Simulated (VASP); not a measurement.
# SiO2 (P6_322) in VASP: electric field gradients with HSE06

Aim: the electric field gradients of SiO2 with HSE06.

Everything below comes from runs of VASP 6.6.1. Logs are shortened: lines on timing, memory, paths and dates and some standing lists are left out, and cuts for length are marked.

## Step 1: The cell of the first run

It takes space group P6_322 (No. 182, hexagonal). The conventional cell has a = 5.069 Å, b = 5.069 Å, c = 8.558 Å, α = 90.00°, β = 90.00°, γ = 120.00°. Within 2.1 Å of Si (site symmetry 3) lie 4 O at 1.60 to 1.61 Å. O (site symmetry 2) has 2 Si at 1.61 Å within 2.1 Å. Within 2.1 Å of O (site symmetry 32) lie 2 Si at 1.60 Å.

## Step 2: Electric field gradients, HSE06

The input, POSCAR:

```
SiO2
1.0
    5.0690738885      0.0000000000      0.0000000000
   -2.5345369442      4.3899467611      0.0000000000
    0.0000000000      0.0000000000      8.5584885400
Si O
4 8
Direct
    0.6666666667      0.3333333333      0.9371258000
    0.6666666667      0.3333333333      0.5628742000
    0.3333333333      0.6666666667      0.0628742000
    0.3333333333      0.6666666667      0.4371258000
    0.0000000000      0.4212587450      0.0000000000
    0.4212587450      0.4212587450      0.5000000000
    0.5787412550      0.0000000000      0.5000000000
    0.5787412550      0.5787412550      0.0000000000
    0.0000000000      0.5787412550      0.5000000000
    0.6666666667      0.3333333333      0.7500000000
    0.3333333333      0.6666666667      0.2500000000
    0.4212587450      0.0000000000      0.0000000000
```

The input, INCAR.step1:

```
SYSTEM = SiO2
  ALGO = Normal
  EDIFF = 1E-5
  ENCUT = 520
  GGA = PE
  ISIF = 2
  ISMEAR = -1
  KPAR = 2
  LASPH = .True.
  LCHARG = .False.
  LREAL = .False.
  LWAVE = .True.
  NBANDS = 44
  NELM = 60
  PREC = Accurate
  SIGMA = 0.02
```

The input, INCAR.step2:

```
SYSTEM = SiO2
  ALGO = Normal
  EDIFF = 1E-8
  ENCUT = 520
  GGA = PE
  HFSCREEN = 0.2079
  ISIF = 2
  ISMEAR = -1
  ISTART = 1
  KPAR = 2
  LASPH = .True.
  LCHARG = .False.
  LEFG = .True.
  LHFCALC = .True.
  LREAL = .False.
  LWAVE = .False.
  NBANDS = 44
  NELM = 60
  PREC = Accurate
  PRECFOCK = Fast
  SIGMA = 0.02
```

The input, KPOINTS:

```
k-points
0
Gamma
  4 4 2
  0 0 0
```

Potentials or basis: VASP PAW PBE potentials, release 64 (Si, O).

Started as:

```bash
cat potpaw_PBE.64/Si/POTCAR potpaw_PBE.64/O/POTCAR > POTCAR
cp INCAR.step1 INCAR
mpirun -np 2 vasp_std > vasp.out
cp INCAR.step2 INCAR
mpirun -np 2 vasp_std > vasp.out
```

OUTCAR:

```text
SYSTEM = SiO2
   EDIFF = 1E-8
   ENCUT = 520
   GGA = PE
   HFSCREEN = 0.2079
   ISIF = 2
   ISMEAR = -1
   ISTART = 1
   LASPH = .True.
   LHFCALC = .True.
   LREAL = .False.
   NELM = 60
   PREC = Accurate
   PRECFOCK = Fast

 ion  position               nearest neighbor table
   1  0.667  0.333  0.937-  10 1.60   5 1.61  12 1.61   8 1.61   3 3.12   3 3.12   3 3.12
   2  0.667  0.333  0.563-  10 1.60   7 1.61   9 1.61   6 1.61   4 3.12   4 3.12   4 3.12
   3  0.333  0.667  0.063-  11 1.60  12 1.61   5 1.61   8 1.61   1 3.12   1 3.12   1 3.12
   4  0.333  0.667  0.437-  11 1.60   9 1.61   7 1.61   6 1.61   2 3.12   2 3.12   2 3.12
   5  0.000  0.421  0.000-   1 1.61   3 1.61
   6  0.421  0.421  0.500-   4 1.61   2 1.61
   7  0.579  0.000  0.500-   2 1.61   4 1.61
   8  0.579  0.579  0.000-   1 1.61   3 1.61
   9  0.000  0.579  0.500-   4 1.61   2 1.61
  10  0.667  0.333  0.750-   1 1.60   2 1.60
  11  0.333  0.667  0.250-   3 1.60   4 1.60
  12  0.421  0.000  0.000-   3 1.61   1 1.61

  LATTYP: Found a hexagonal cell.
 ALAT       =     5.0690738885
 C/A-ratio  =     1.6883732075

  Lattice vectors:

 A1 = (   5.0690738885,   0.0000000000,   0.0000000000)
 A2 = (  -2.5345369442,   4.3899467611,   0.0000000000)
 A3 = (   0.0000000000,   0.0000000000,   8.5584885400)

Analysis of symmetry for initial positions (statically):
=====================================================================
 Subroutine PRICEL returns:
 Original cell was already a primitive cell.

 Routine SETGRP: Setting up the symmetry group for a
 hexagonal supercell.

 Subroutine GETGRP returns: Found 12 space group operations
 (whereof  6 operations were pure point group operations)
 out of a pool of 24 trial point group operations.

The static configuration has the point symmetry D_3 .
 The point group associated with its full space group is D_6 .

Analysis of symmetry for dynamics (positions and initial velocities):
=====================================================================
 Subroutine PRICEL returns:
 Original cell was already a primitive cell.

 Routine SETGRP: Setting up the symmetry group for a
 hexagonal supercell.

 Subroutine GETGRP returns: Found 12 space group operations
 (whereof  6 operations were pure point group operations)
 out of a pool of 24 trial point group operations.

The dynamic configuration has the point symmetry D_3 .
 The point group associated with its full space group is D_6 .

 Subroutine INISYM returns: Found 12 space group operations
 (whereof  6 operations are pure point group operations),
 and found     1 'primitive' translations

----------------------------------------------------------------------------------------

                                     Primitive cell

  volume of cell :     190.4517

  direct lattice vectors                    reciprocal lattice vectors
     5.069073889  0.000000000  0.000000000     0.197274694  0.113896598  0.000000000
    -2.534536944  4.389946761  0.000000000     0.000000000  0.227793195  0.000000000
     0.000000000  0.000000000  8.558488540     0.000000000  0.000000000  0.116843061

  length of vectors
     5.069073889  5.069073888  8.558488540     0.227793195  0.227793195  0.116843061

  position of ions in fractional coordinates (direct lattice)
     0.666666667  0.333333333  0.937125800
     0.666666667  0.333333333  0.562874200
     0.333333333  0.666666667  0.062874200
     0.333333333  0.666666667  0.437125800
     0.000000000  0.421258745  0.000000000
     0.421258745  0.421258745  0.500000000
     0.578741255  0.000000000  0.500000000
     0.578741255  0.578741255  0.000000000
     0.000000000  0.578741255  0.500000000
     0.666666667  0.333333333  0.750000000
     0.333333333  0.666666667  0.250000000
     0.421258745  0.000000000  0.000000000
[... 98 lines left out ...]
   ENCUT4O =  -1.0   cutoff for four orbital integrals eV
   NKREDX  =     1    reduce k-point grid by
   NKREDY  =     1    reduce k-point grid by
   NKREDZ  =     1    reduce k-point grid by
   AEXX    =    0.2500 exact exchange contribution
   HFSCREEN=    0.2079 screening length (either q_TF or 0.3 A-1)
   HFSCREENC=   0.2079 screening length for correlation (either q_TF or 0.3 A-1)
   ENCUTFOCK=  -1.0 apply spherical cutoff to Coloumb kernel
   IVDW    =     0    specifies the selected vdW correction
   LEPSILON=     F    determine dielectric tensor
   LRPA    =     F    only Hartree local field effects (RPA)
 non-spin polarized calculation
  energy-cutoff  :      520.00
  volume of cell :      190.45
 maximum number of plane-waves:      5179
 NGX is ok and might be reduce to    40
  NGX = 20; NGY = 20; NGZ = 36

 number of electron      63.9999969 magnetization

 Free energy of the ion-electron system (eV)
  ---------------------------------------------------
  ext. energy  EPLUGINS =         0.00000000
  ---------------------------------------------------
  free energy    TOTEN  =      -116.71126691 eV

  energy without entropy =     -116.71126691  energy(sigma->0) =     -116.71126691

 E-fermi :  -1.3912     XC(G=0):  -6.4944

 val. band max:       -1.8678400157   @ k =   0.5000  -0.0000   0.0000
 cond. band min:       5.4770145081   @ k =   0.0000   0.0000   0.0000
 fundamental gap:      7.3448545239
 Fermi energy:        -1.3912304167

 k-point     1 :       0.0000    0.0000    0.0000
  band No.  band energies     occupation
      1     -22.8695      2.00000
      2     -22.4398      2.00000
      3     -21.3952      2.00000
      4     -20.7154      2.00000
      5     -20.6989      2.00000
      6     -20.6989      2.00000
[... 365 lines left out ...]
     43      11.2000      0.00000
     44      11.2000      0.00000

------------------------ aborting loop because EDIFF is reached ----------------------------------------

  FORCE on cell =-STRESS in cart. coord.  units (eV):
  Direction    XX          YY          ZZ          XY          YZ          ZX
  --------------------------------------------------------------------------------------
  -------------------------------------------------------------------------------------
  Total       -0.1825033     -0.1825033     -0.1724381     -0.0000000      0.0000000      0.0000000
  in kB       -1.5353110     -1.5353110     -1.4506372     -0.0000000      0.0000000      0.0000000
  external PRESSURE =      -1.5070864 kB  Pullay stress =       0.0000000 kB

 VOLUME and BASIS-vectors are now :
 -----------------------------------------------------------------------------
  energy-cutoff  :      520.00
  volume of cell :      190.45
      direct lattice vectors                 reciprocal lattice vectors
     5.069073889  0.000000000  0.000000000     0.197274694  0.113896598  0.000000000
    -2.534536944  4.389946761  0.000000000     0.000000000  0.227793195  0.000000000
     0.000000000  0.000000000  8.558488540     0.000000000  0.000000000  0.116843061

 POSITION                                       TOTAL-FORCE (eV/Angst)
 -----------------------------------------------------------------------------------
      2.53454      1.46332      8.02038        -0.000000      0.000000      0.002375
      2.53454      1.46332      4.81735        -0.000000      0.000000     -0.002375
     -0.00000      2.92663      0.53811        -0.000000      0.000000     -0.002375
     -0.00000      2.92663      3.74114        -0.000000      0.000000      0.002375
     -1.06770      1.84930      0.00000        -0.016028      0.027760      0.000000
      1.06770      1.84930      4.27924         0.016028      0.027760      0.000000
      2.93368      0.00000      4.27924        -0.032055      0.000000      0.000000
      1.46684      2.54064      0.00000        -0.016028     -0.027760      0.000000
     -1.46684      2.54064      4.27924         0.016028     -0.027760     -0.000000
      2.53454      1.46332      6.41887        -0.000000      0.000000     -0.000000
     -0.00000      2.92663      2.13962        -0.000000      0.000000     -0.000000
      2.13539      0.00000      0.00000         0.032055      0.000000     -0.000000
 -----------------------------------------------------------------------------------
    total drift:                                0.000000     -0.000002      0.000001

  FREE ENERGIE OF THE ION-ELECTRON SYSTEM (eV)
  ---------------------------------------------------
  free  energy   TOTEN  =      -116.7112669147 eV

  energy  without entropy=     -116.7112669147  energy(sigma->0) =     -116.71126691

 Electric field gradients (V/A^2)
---------------------------------------------------------------------
 ion       V_xx      V_yy      V_zz      V_xy      V_xz      V_yz
---------------------------------------------------------------------
   1       0.288     0.288    -0.575    -0.000    -0.000    -0.000
   2       0.288     0.288    -0.575    -0.000     0.000    -0.000
   3       0.288     0.288    -0.575    -0.000    -0.000     0.000
   4       0.288     0.288    -0.575    -0.000     0.000     0.000
   5      47.052   -11.665   -35.387    50.852    41.533    23.979
   6      47.052   -11.666   -35.386   -50.851    41.533   -23.979
   7     -41.025    76.412   -35.387     0.001     0.000    47.958
   8      47.052   -11.666   -35.386   -50.851   -41.533    23.979
   9      47.052   -11.665   -35.387    50.852   -41.533   -23.979
  10     -49.769   -49.770    99.539    -0.001    -0.000    -0.000
  11     -49.769   -49.770    99.539    -0.001     0.000     0.000
  12     -41.025    76.412   -35.387     0.001    -0.000   -47.958
---------------------------------------------------------------------

 Electric field gradients after diagonalization (V/A^2)
 (convention: |V_zz| > |V_xx| > |V_yy|)
----------------------------------------------------------------------
 ion       V_xx      V_yy      V_zz     asymmetry (V_yy - V_xx)/ V_zz
----------------------------------------------------------------------
   1       0.288     0.287    -0.575       0.000
   2       0.288     0.287    -0.575       0.000
   3       0.288     0.287    -0.575       0.000
   4       0.288     0.287    -0.575       0.000
   5     -53.141   -41.025    94.165       0.129
   6     -53.140   -41.024    94.164       0.129
   7     -53.141   -41.025    94.165       0.129
   8     -53.140   -41.024    94.164       0.129
   9     -53.141   -41.025    94.165       0.129
  10     -49.770   -49.768    99.539       0.000
  11     -49.770   -49.768    99.539       0.000
  12     -53.141   -41.025    94.165       0.129
----------------------------------------------------------------------

           NMR quadrupolar parameters

 Cq : quadrupolar parameter    Cq=e*Q*V_zz/h
 eta: asymmetry parameters     (V_yy - V_xx)/ V_zz
 Q  : nuclear electric quadrupole moment in mb (millibarn)
----------------------------------------------------------------------
 ion       Cq(MHz)       eta       Q (mb)
----------------------------------------------------------------------
   1      -0.001       0.000       1.000
   2      -0.001       0.000       1.000
   3      -0.001       0.000       1.000
   4      -0.001       0.000       1.000
   5       0.228       0.129       1.000
   6       0.228       0.129       1.000
   7       0.228       0.129       1.000
   8       0.228       0.129       1.000
   9       0.228       0.129       1.000
  10       0.241       0.000       1.000
  11       0.241       0.000       1.000
  12       0.228       0.129       1.000
----------------------------------------------------------------------
```

Wall time 27 min (2 MPI ranks of Intel Xeon Platinum 8259CL at 2.50GHz (Skylake/Cascade Lake), shared host); peak memory 0.44 GiB.

Results:

* Free energy: -116.7113 eV
* Pressure: -0.2 GPa
* Largest force: 0.032 eV/Å
* Band gap on the k mesh: 7.34 eV (least direct gap 7.36 eV)
* Largest electric field gradient by atom: Si -0.6; O +94.2, +99.5 (each value once) V/Å²

Forces in eV/Å, atoms in the order of the input:
```
Si   0.000  0.000  0.002
Si   0.000  0.000 -0.002
Si   0.000  0.000 -0.002
Si   0.000  0.000  0.002
O   -0.016  0.028  0.000
O    0.016  0.028  0.000
O   -0.032  0.000  0.000
O   -0.016 -0.028  0.000
O    0.016 -0.028  0.000
O    0.000  0.000  0.000
O    0.000  0.000  0.000
O    0.032  0.000  0.000
```

Levels at points of the mesh, in eV from the valence-band top:
```
           k point  band 29  band 30  band 31  band 32  band 33  band 34  band 35  band 36
(0.00, 0.00, 0.00)    -0.70    -0.65    -0.02    -0.02     7.34     9.82    10.00    10.83
(0.50, 0.00, 0.00)    -0.96    -0.77    -0.63     0.00     9.74    10.00    10.56    11.27
(0.00, 0.00, 0.50)    -0.64    -0.64    -0.18    -0.18     8.15     8.15    11.26    11.26
(0.50, 0.00, 0.50)    -0.75    -0.75    -0.35    -0.35    10.17    10.17    10.30    10.30
```

Electric field gradients, principal values (V/Å²):
| atom | least | middle | greatest (by size) |
| --- | --- | --- | --- |
| 1 Si | 0.287 | 0.288 | -0.575 |
| 2 Si | 0.287 | 0.288 | -0.575 |
| 3 Si | 0.287 | 0.288 | -0.575 |
| 4 Si | 0.287 | 0.288 | -0.575 |
| 5 O | -41.025 | -53.141 | 94.165 |
| 6 O | -41.024 | -53.140 | 94.164 |
| 7 O | -41.025 | -53.141 | 94.165 |
| 8 O | -41.024 | -53.140 | 94.164 |
| 9 O | -41.025 | -53.141 | 94.165 |
| 10 O | -49.768 | -49.770 | 99.539 |
| 11 O | -49.768 | -49.770 | 99.539 |
| 12 O | -41.025 | -53.141 | 94.165 |

Caveat: without QUAD_EFG the Cq values of the log hold for a quadrupole moment of 1 mb, not for the nuclei; the PAW data sets were made with another functional, which shifts forces and pressure a little.
